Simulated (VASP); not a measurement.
# CdS (Hawleyite) (F-43m) in VASP: further runs, part 2 of 2

VASP 6.6.1. The steps go on from the part before.

### Step 3. Single point, r2SCAN

This run uses another cell than the first one, of 24.39 Å³/atom, 1.021 times its volume.

POSCAR reads:

```
CdS
1.0
    0.0000000000      2.9001713200      2.9001713200
    2.9001713200      0.0000000000      2.9001713200
    2.9001713200      2.9001713200      0.0000000000
Cd S
1 1
Direct
    0.0000000000      0.0000000000      0.0000000000
    0.2500000000      0.2500000000      0.2500000000
```

INCAR.step1 reads:

```
PREC = Accurate ; ENCUT = 520
ISMEAR = -1 ; SIGMA = 0.02
LREAL = False ; LASPH = True
NELM = 100 ; NBANDS = 16
GGA = PE ; ALGO = Normal
EDIFF = 1E-4 ; LWAVE = True
LCHARG = False
```

INCAR.step2 reads:

```
PREC = Accurate ; ENCUT = 520
EDIFF = 1E-7 ; ISMEAR = -1
SIGMA = 0.02 ; LREAL = False
LASPH = True ; NELM = 100
ALGO = Normal ; ISIF = 2
LWAVE = False ; LCHARG = False
METAGGA = R2SCAN ; LMIXTAU = True
NBANDS = 16 ; ISTART = 1
```

KPOINTS reads:

```
regular mesh
0
Gamma
  8 8 8
```

Potentials or basis: VASP PAW PBE potentials, release 64 (Cd, S).

Run with:

```sh
$ cat potpaw_PBE.64/Cd/POTCAR potpaw_PBE.64/S/POTCAR > POTCAR
$ cp INCAR.step1 INCAR
$ mpirun -np 1 vasp_std > vasp.out
$ cp INCAR.step2 INCAR
$ mpirun -np 1 vasp_std > vasp.out
```

OUTCAR:

```text
PREC = Accurate
   ENCUT = 520
   EDIFF = 1E-7
   ISMEAR = -1
   LREAL = False
   LASPH = True
   NELM = 100
   ISIF = 2
   METAGGA = R2SCAN
   ISTART = 1

 ion  position               nearest neighbor table
   1  0.000  0.000  0.000-   2 2.51   2 2.51   2 2.51   2 2.51
   2  0.250  0.250  0.250-   1 2.51   1 2.51   1 2.51   1 2.51

  LATTYP: Found a face centered cubic cell.
 ALAT       =     5.8003426400

  Lattice vectors:

 A1 = (   0.0000000000,   2.9001713200,   2.9001713200)
 A2 = (   2.9001713200,   0.0000000000,   2.9001713200)
 A3 = (   2.9001713200,   2.9001713200,   0.0000000000)

Analysis of symmetry for initial positions (statically):
=====================================================================
 Subroutine PRICEL returns:
 Original cell was already a primitive cell.

 Routine SETGRP: Setting up the symmetry group for a
 face centered cubic supercell.

 Subroutine GETGRP returns: Found 24 space group operations
 (whereof 24 operations were pure point group operations)
 out of a pool of 48 trial point group operations.

The static configuration has the point symmetry T_d .

Analysis of symmetry for dynamics (positions and initial velocities):
=====================================================================
 Subroutine PRICEL returns:
 Original cell was already a primitive cell.

 Routine SETGRP: Setting up the symmetry group for a
 face centered cubic supercell.

 Subroutine GETGRP returns: Found 24 space group operations
 (whereof 24 operations were pure point group operations)
 out of a pool of 48 trial point group operations.

The dynamic configuration has the point symmetry T_d .

 Subroutine INISYM returns: Found 24 space group operations
 (whereof 24 operations are pure point group operations),
[... 104 lines left out ...]
   POTIM  = 0.5000    time-step for ionic-motion
   TEBEG  =    0.0;   TEEND  =   0.0 temperature during run
   PSTRESS=    0.0 pullay stress
   NELECT =      18.0000    total number of electrons
   NUPDOWN=      -1.0000    fix difference up-down
   EMIN   =  10.00;   EMAX   =-10.00  energy-range for DOS
   EFERMI =   0.00;   METHOD = LEGACY
   ISMEAR =    -1;   SIGMA  =   0.02  broadening in eV -4-tet -1-fermi 0-gaus
   EFERMI_NEDOS =   21; number of points for ismear=-14 and -15
   IALGO  =     38    algorithm
   IMIX   =      4    mixing-type and parameters
     AMIX     =   0.40;   BMIX     =  1.00
     AMIX_MAG =   1.60;   BMIX_MAG =  1.00
  volume/ion in A,a.u.               =      24.39       164.61
  Fermi-wavevector in a.u.,A,eV,Ry     =   1.174173  2.218865 18.758104  1.378682
  Thomas-Fermi vector in A             =   2.310574
   LORBIT       =      0    0 simple, 1 ext, 2 COOP (PROOUT), +10 PAW based schemes
   METAGGA = R2SCAN    functional components
   LHFCALC =     F    Hartree Fock is set to
   AEXX    =    0.0000 exact exchange contribution
   IVDW    =     0    specifies the selected vdW correction
   LEPSILON=     F    determine dielectric tensor
   LRPA    =     F    only Hartree local field effects (RPA)
 non-spin polarized calculation
  energy-cutoff  :      520.00
  volume of cell :       48.79
 maximum number of plane-waves:      1363
 NGX is ok and might be reduce to    32
   NGX = 15   NGY = 15   NGZ = 15

 number of electron      18.0000001 magnetization

 Free energy of the ion-electron system (eV)
  ---------------------------------------------------
  ext. energy  EPLUGINS =         0.00000000
  ---------------------------------------------------
  free energy    TOTEN  =       -29.66577828 eV

  energy without entropy =      -29.66577828  energy(sigma->0) =      -29.66577828

 E-fermi :   1.6457     XC(G=0):  -9.8182

 val. band max:        1.1984703641   @ k =   0.0000   0.0000   0.0000
 cond. band min:       2.8298248173   @ k =   0.0000   0.0000   0.0000
 fundamental gap:      1.6313544532
 Fermi energy:         1.6456604374

 k-point     1 :       0.0000    0.0000    0.0000
  band No.  band energies     occupation
      1     -11.7875      2.00000
      2      -6.8338      2.00000
      3      -6.8338      2.00000
      4      -6.8338      2.00000
      5      -6.2940      2.00000
      6      -6.2940      2.00000
[... 433 lines left out ...]
      3      -6.6099      2.00000
      4      -6.3225      2.00000
      5      -6.2655      2.00000
      6      -5.7717      2.00000
[... 8 lines left out ...]
     15      14.1268      0.00000
     16      15.1021      0.00000

 [... further k-points ...]
[... 5 lines left out ...]
  --------------------------------------------------------------------------------------
  -------------------------------------------------------------------------------------
  Total        0.9130934      0.9130934      0.9130934      0.0000000      0.0000000      0.0000000
  in kB       29.9864334     29.9864334     29.9864334      0.0000000      0.0000000      0.0000000
  external PRESSURE =      29.9864334 kB  Pullay stress =       0.0000000 kB

 VOLUME and BASIS-vectors are now :
 -----------------------------------------------------------------------------
  energy-cutoff  :      520.00
  volume of cell :       48.79
      direct lattice vectors                 reciprocal lattice vectors
     0.000000000  2.900171320  2.900171320    -0.172403608  0.172403608  0.172403608
     2.900171320  0.000000000  2.900171320     0.172403608 -0.172403608  0.172403608
     2.900171320  2.900171320  0.000000000     0.172403608  0.172403608 -0.172403608

 POSITION                                       TOTAL-FORCE (eV/Angst)
 -----------------------------------------------------------------------------------
      0.00000      0.00000      0.00000        -0.000000     -0.000000     -0.000000
      1.45009      1.45009      1.45009         0.000000      0.000000      0.000000
 -----------------------------------------------------------------------------------
    total drift:                               -0.000005     -0.000005     -0.000005

  FREE ENERGIE OF THE ION-ELECTRON SYSTEM (eV)
  ---------------------------------------------------
  free  energy   TOTEN  =       -29.6657782828 eV

  energy  without entropy=      -29.6657782828  energy(sigma->0) =      -29.66577828
```

OUTCAR.step1:

```text
PREC = Accurate
   ENCUT = 520
   ISMEAR = -1
   LREAL = False
   LASPH = True
[... 677 lines left out ...]
      0.00000      0.00000      0.00000         0.000000      0.000000      0.000000
      1.45009      1.45009      1.45009        -0.000000     -0.000000     -0.000000
 -----------------------------------------------------------------------------------
    total drift:                               -0.000000     -0.000000     -0.000000

  FREE ENERGIE OF THE ION-ELECTRON SYSTEM (eV)
  ---------------------------------------------------
  free  energy   TOTEN  =        -6.1015382870 eV

  energy  without entropy=       -6.1015382870  energy(sigma->0) =       -6.10153829
```

OSZICAR.step1:

```text
N       E                     dE             d eps       ncg     rms          rms(c)
DAV:   1     0.106911696339E+03    0.10691E+03   -0.91193E+03   952   0.103E+03
DAV:   2    -0.262759627032E+01   -0.10954E+03   -0.10410E+03  1136   0.252E+02
DAV:   3    -0.661971495075E+01   -0.39921E+01   -0.39856E+01  1176   0.508E+01
DAV:   4    -0.664337027226E+01   -0.23655E-01   -0.23654E-01  1160   0.379E+00
DAV:   5    -0.664368870210E+01   -0.31843E-03   -0.31843E-03  1152   0.417E-01    0.843E+00
DAV:   6    -0.612109889332E+01    0.52259E+00   -0.82459E-01  1384   0.117E+01    0.672E+00
DAV:   7    -0.610113687911E+01    0.19962E-01   -0.20434E-01  1144   0.309E+00    0.322E+00
DAV:   8    -0.610144308427E+01   -0.30621E-03   -0.19117E-02  1080   0.177E+00    0.326E-01
DAV:   9    -0.610135041248E+01    0.92672E-04   -0.22684E-03  1096   0.721E-01    0.577E-02
DAV:  10    -0.610145922371E+01   -0.10881E-03   -0.24841E-04  1136   0.170E-01    0.640E-02
DAV:  11    -0.610153828699E+01   -0.79063E-04   -0.11817E-04  1000   0.908E-02
   1 F= -.61015383E+01 E0= -.61015383E+01  d E =-.363111E-12
```

Run time: 60 s. Hardware: 1 thread of Intel Xeon 6975P-C, shared host; peak memory 0.19 GiB.

Results:

* Free energy: -29.6658 eV
* Pressure: 3.0 GPa
* Band gap on the k mesh: 1.63 eV, direct

Caveat: the PAW data sets were made with another functional, which shifts forces and pressure a little. r2SCAN opens gaps a little over a GGA but as a rule still falls short of measured ones.

### Step 4. Single point, r2SCAN

This run uses another cell than the first one, of 24.90 Å³/atom, 1.043 times its volume.

POSCAR reads:

```
CdS
1.0
    0.0000000000      2.9201731300      2.9201731300
    2.9201731300      0.0000000000      2.9201731300
    2.9201731300      2.9201731300      0.0000000000
Cd S
1 1
Direct
    0.0000000000      0.0000000000      0.0000000000
    0.2500000000      0.2500000000      0.2500000000
```

INCAR.step1 reads:

```
SYSTEM = CdS
PREC = Accurate
ENCUT = 520
ISMEAR = -1
SIGMA = 0.02
LREAL = .FALSE.
LASPH = .TRUE.
NELM = 60
NBANDS = 16
GGA = PE
ALGO = Normal
EDIFF = 1E-4
LWAVE = .TRUE.
LCHARG = .FALSE.
```

INCAR.step2 reads:

```
SYSTEM = CdS
PREC = Accurate
ENCUT = 520
EDIFF = 1E-7
ISMEAR = -1
SIGMA = 0.02
LREAL = .FALSE.
LASPH = .TRUE.
NELM = 60
ALGO = Normal
ISIF = 2
LWAVE = .FALSE.
LCHARG = .FALSE.
METAGGA = R2SCAN
LMIXTAU = .TRUE.
NBANDS = 16
ISTART = 1
```

KPOINTS reads:

```
regular mesh
0
G
  8 8 8
  0 0 0
```

Run with:

```sh
$ cat potpaw_PBE.64/Cd/POTCAR potpaw_PBE.64/S/POTCAR > POTCAR
$ cp INCAR.step1 INCAR
$ mpirun -np 1 vasp_std > vasp.out
$ cp INCAR.step2 INCAR
$ mpirun -np 1 vasp_std > vasp.out
```

Run time: 64 s. Hardware: 1 thread of Intel Xeon 6975P-C, shared host; peak memory 0.19 GiB.

Results (log left out):

- Free energy: -29.6803 eV
- Pressure: 1.5 GPa
- Band gap on the k mesh: 1.58 eV, direct

Levels at points of the mesh, in eV from the valence-band top:
```
           k point  band 5  band 6  band 7  band 8  band 9  band 10  band 11  band 12  band 13  band 14
(0.00, 0.00, 0.00)   -7.45   -7.45    0.00    0.00    0.00     1.58     7.08     7.08     7.08    11.94
(0.50, 0.00, 0.00)   -7.41   -7.06   -4.44   -0.76   -0.76     3.47     7.48     7.48     7.89    11.57
(0.50, 0.50, 0.00)   -7.36   -7.00   -3.96   -1.91   -1.91     3.85     4.75     9.78    11.53    11.53
```

Caveat: the PAW data sets were made with another functional, which shifts forces and pressure a little. r2SCAN opens gaps a little over a GGA but as a rule still falls short of measured ones.

### Step 5. Single point, r2SCAN

This run uses another cell than the first one, of 25.41 Å³/atom, 1.064 times its volume.

POSCAR reads:

```
CdS
1.0
    0.0000000000      2.9399046323      2.9399046323
    2.9399046323      0.0000000000      2.9399046323
    2.9399046323      2.9399046323      0.0000000000
Cd S
1 1
Direct
    0.0000000000      0.0000000000      0.0000000000
    0.2500000000      0.2500000000      0.2500000000
```

INCAR.step1 reads:

```
SYSTEM = CdS
  PREC = Accurate
  ENCUT = 520
  ISMEAR = -1
  SIGMA = 0.02
  LREAL = .False.
  LASPH = .True.
  NELM = 60
  NBANDS = 16
  GGA = PE
  ALGO = Normal
  EDIFF = 1E-4
  LWAVE = .True.
  LCHARG = .False.
```

INCAR.step2 reads:

```
SYSTEM = CdS
  PREC = Accurate
  ENCUT = 520
  EDIFF = 1E-6
  ISMEAR = -1
  SIGMA = 0.02
  LREAL = .False.
  LASPH = .True.
  NELM = 60
  ALGO = Normal
  ISIF = 2
  LWAVE = .False.
  LCHARG = .False.
  METAGGA = R2SCAN
  LMIXTAU = .True.
  NBANDS = 16
  ISTART = 1
```

KPOINTS reads:

```
Automatic mesh
0
Gamma
  8 8 8
  0 0 0
```

Potentials or basis: VASP PAW PBE potentials, release 64 (Cd, S).

Run with:

```sh
$ cat potpaw_PBE.64/Cd/POTCAR potpaw_PBE.64/S/POTCAR > POTCAR
$ cp INCAR.step1 INCAR
$ mpirun -np 1 vasp_std > vasp.out
$ cp INCAR.step2 INCAR
$ mpirun -np 1 vasp_std > vasp.out
```

OUTCAR:

```text
SYSTEM = CdS
   PREC = Accurate
   ENCUT = 520
   EDIFF = 1E-6
   ISMEAR = -1
   LREAL = .False.
   LASPH = .True.
   NELM = 60
   ISIF = 2
   METAGGA = R2SCAN
   ISTART = 1

 ion  position               nearest neighbor table
   1  0.000  0.000  0.000-   2 2.55   2 2.55   2 2.55   2 2.55
   2  0.250  0.250  0.250-   1 2.55   1 2.55   1 2.55   1 2.55

  LATTYP: Found a face centered cubic cell.
 ALAT       =     5.8798092646

  Lattice vectors:

[... 191 lines left out ...]
      6      -6.5574      2.00000
[... 433 lines left out ...]
      3      -6.8364      2.00000
      4      -6.5809      2.00000
      5      -6.5317      2.00000
      6      -6.0840      2.00000
[... 8 lines left out ...]
     15      13.6589      0.00000
     16      14.6044      0.00000

 [... further k-points ...]
[... 5 lines left out ...]
  --------------------------------------------------------------------------------------
  -------------------------------------------------------------------------------------
  Total        0.0763999      0.0763999      0.0763999     -0.0000000      0.0000000      0.0000000
  in kB        2.4086487      2.4086487      2.4086487     -0.0000000      0.0000000      0.0000000
  external PRESSURE =       2.4086487 kB  Pullay stress =       0.0000000 kB

 VOLUME and BASIS-vectors are now :
 -----------------------------------------------------------------------------
  energy-cutoff  :      520.00
  volume of cell :       50.82
      direct lattice vectors                 reciprocal lattice vectors
     0.000000000  2.939904632  2.939904632    -0.170073544  0.170073544  0.170073544
     2.939904632  0.000000000  2.939904632     0.170073544 -0.170073544  0.170073544
     2.939904632  2.939904632  0.000000000     0.170073544  0.170073544 -0.170073544

 POSITION                                       TOTAL-FORCE (eV/Angst)
 -----------------------------------------------------------------------------------
      0.00000      0.00000      0.00000         0.000000      0.000000      0.000000
      1.46995      1.46995      1.46995        -0.000000     -0.000000     -0.000000
 -----------------------------------------------------------------------------------
    total drift:                               -0.000004     -0.000004     -0.000004

  FREE ENERGIE OF THE ION-ELECTRON SYSTEM (eV)
  ---------------------------------------------------
  free  energy   TOTEN  =       -29.6860177317 eV

  energy  without entropy=      -29.6860177317  energy(sigma->0) =      -29.68601773
```

OUTCAR.step1:

```text
SYSTEM = CdS
   PREC = Accurate
   ENCUT = 520
   ISMEAR = -1
   LREAL = .False.
   LASPH = .True.
[... 676 lines left out ...]
      0.00000      0.00000      0.00000         0.000000      0.000000     -0.000000
      1.46995      1.46995      1.46995        -0.000000     -0.000000      0.000000
 -----------------------------------------------------------------------------------
    total drift:                               -0.000001     -0.000001     -0.000001

  FREE ENERGIE OF THE ION-ELECTRON SYSTEM (eV)
  ---------------------------------------------------
  free  energy   TOTEN  =        -6.1396489127 eV

  energy  without entropy=       -6.1396489127  energy(sigma->0) =       -6.13964891
```

OSZICAR.step1:

```text
N       E                     dE             d eps       ncg     rms          rms(c)
DAV:   1     0.108192549683E+03    0.10819E+03   -0.90628E+03   952   0.102E+03
DAV:   2    -0.228973456385E+01   -0.11048E+03   -0.10379E+03  1112   0.252E+02
DAV:   3    -0.666005395250E+01   -0.43703E+01   -0.43626E+01  1208   0.519E+01
DAV:   4    -0.668733398143E+01   -0.27280E-01   -0.27278E-01  1128   0.397E+00
DAV:   5    -0.668771462474E+01   -0.38064E-03   -0.38064E-03  1232   0.443E-01    0.771E+00
DAV:   6    -0.615770589904E+01    0.53001E+00   -0.85047E-01  1392   0.114E+01    0.625E+00
DAV:   7    -0.613923810890E+01    0.18468E-01   -0.19189E-01  1144   0.299E+00    0.308E+00
DAV:   8    -0.613949834371E+01   -0.26023E-03   -0.17252E-02  1080   0.165E+00    0.290E-01
DAV:   9    -0.613943199310E+01    0.66351E-04   -0.20302E-03  1168   0.652E-01    0.592E-02
DAV:  10    -0.613956314027E+01   -0.13115E-03   -0.24524E-04  1120   0.156E-01    0.693E-02
DAV:  11    -0.613964891268E+01   -0.85772E-04   -0.13838E-04  1056   0.915E-02
   1 F= -.61396489E+01 E0= -.61396489E+01  d E =-.680724E-11
```

Wall time 59 s (1 thread of Intel Xeon 6975P-C, shared host); peak memory 0.19 GiB.

What came out:

- Free energy: -29.6860 eV
- Pressure: 0.2 GPa
- Band gap on the k mesh: 1.54 eV, direct

Caveat: the PAW data sets were made with another functional, which shifts forces and pressure a little. r2SCAN opens gaps a little over a GGA but as a rule still falls short of measured ones.

### Step 6. The runs side by side

| cell | gap on the mesh (eV) | pressure (GPa) |
| --- | --- | --- |
| a = 4.073 Å, angles 60.0°, 2 atoms | 1.68 | 4.6 |
| a = 4.101 Å, angles 60.0°, 2 atoms | 1.63 | 3.0 |
| a = 4.130 Å, angles 60.0°, 2 atoms | 1.58 | 1.5 |
| a = 4.158 Å, angles 60.0°, 2 atoms | 1.54 | 0.2 |

Alike in all rows: task single point; level r2SCAN; potentials or basis VASP PAW PBE potentials, release 64 (Cd, S); no spin polarisation; k mesh 8 × 8 × 8; cutoff (eV) 520; smearing fermi-dirac 0.02 eV.

Caveats: the PAW data sets were made with another functional, which shifts forces and pressure a little.

Absolute energies hang on the potentials; compare differences alone.
